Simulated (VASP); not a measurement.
The system is Ti3Si2.

```
CELL_PARAMETERS angstrom
4.13901 0.00000 0.00000
0.00000 4.13901 0.00000
0.00000 0.00000 4.13901
ATOMIC_POSITIONS crystal
Ti 0.50000 0.00000 0.00000
Ti 0.00000 0.50000 0.00000
Ti 0.00000 0.00000 0.50000
Si 0.50000 0.50000 0.50000
Si 0.00000 0.00000 0.00000
```

| Quantity | Value |
| --- | --- |
| Program | VASP 6.6.1 |
| Task | relaxation of cell and atoms |
| Functional | PBE |
| Potentials or basis | VASP PAW PBE potentials, release 64 (Ti_sv, Si) |
| Cutoff | 600 eV |
| k mesh | 4 × 4 × 4 |
| Occupations | gaussian, width 0.1 eV |
| Spin | no spin polarisation |

At the start: pressure 45.8 GPa; volume 14.18 Å³/atom.

Q: How do energy, volume and symmetry change on relaxing?

A: Over 4 steps the energy falls by 529.9 meV/atom and the volume is 18.87 Å³/atom (+33.1 %); space group Pm-3m (No. 221, to 0.05 Å).

Step by step:
| step | energy change (eV) | largest force (eV/Å) | pressure (GPa) | volume (Å³) |
| --- | --- | --- | --- | --- |
| 1 | 0.0000 | 0.0000 | 45.79 | 70.91 |
| 2 | -1.2056 | 0.0000 | -13.92 | 121.16 |
| 3 | -2.6484 | 0.0000 | -0.54 | 94.87 |
| 4 | -2.6494 | 0.0000 | -0.03 | 94.35 |

Final structure:
```
Ti Si
1.0
     4.55243    0.00000    0.00000
     0.00000    4.55243    0.00000
     0.00000    0.00000    4.55243
Ti Si
3 2
Direct
  0.50000 0.00000 0.00000
  0.00000 0.50000 0.00000
  0.00000 0.00000 0.50000
  0.50000 0.50000 0.50000
  0.00000 0.00000 0.00000
```

Caveat: the k points lie up to 0.35 Å⁻¹ apart in the final cell; the volume moved by over 15 % at a fixed basis, so the end points are rough.
